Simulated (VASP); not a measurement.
Runs of VASP 6.6.1 on Si. The structure is that of space group P6_3/mmc (No. 194), or close to it. The cells are those of the table. This isn't the form of Si at room conditions, which is diamond.

| cell | gap on the mesh (eV) | pressure (GPa) | largest force (eV/Å) |
| --- | --- | --- | --- |
| a = 3.525, b = 3.525, c = 5.826 Å, angles 90.0, 90.0, 120.0°, 4 atoms | none | 38.1 | 0.16 |
| a = 3.831, b = 3.831, c = 6.079 Å, angles 90.0, 90.0, 120.0°, 4 atoms | 0.01 | (a) | 0.58 |
| a = 3.678, b = 3.678, c = 6.079 Å, angles 90.0, 90.0, 120.0°, 4 atoms | none | 14.3 | 0.05 |
| a = 3.678, b = 3.678, c = 5.826 Å, angles 90.0, 90.0, 120.0°, 4 atoms | none | (b) | 0.87 |
| a = 3.525, b = 3.525, c = 6.839 Å, angles 90.0, 90.0, 120.0°, 4 atoms | none | 12.9 | 1.73 |

Alike in all rows: task single point; level PBEsol; potentials or basis VASP PAW PBE potentials, release 64 (Si); no spin polarisation; k mesh 12 × 12 × 6; cutoff (eV) 520; smearing gaussian 0.03 eV.

Problem. Estimate the missing entries.

Solution. (a) 4.1; (b) 21.5.

Caveats: the cell stands under pressure; the PAW data sets were made with another functional, which shifts forces and pressure a little; semilocal functionals underestimate gaps, so a narrow gap can read as zero (at least some runs).

A k mesh can miss the band edges.

A gap of «none» marks levels without a gap at the run's occupations.
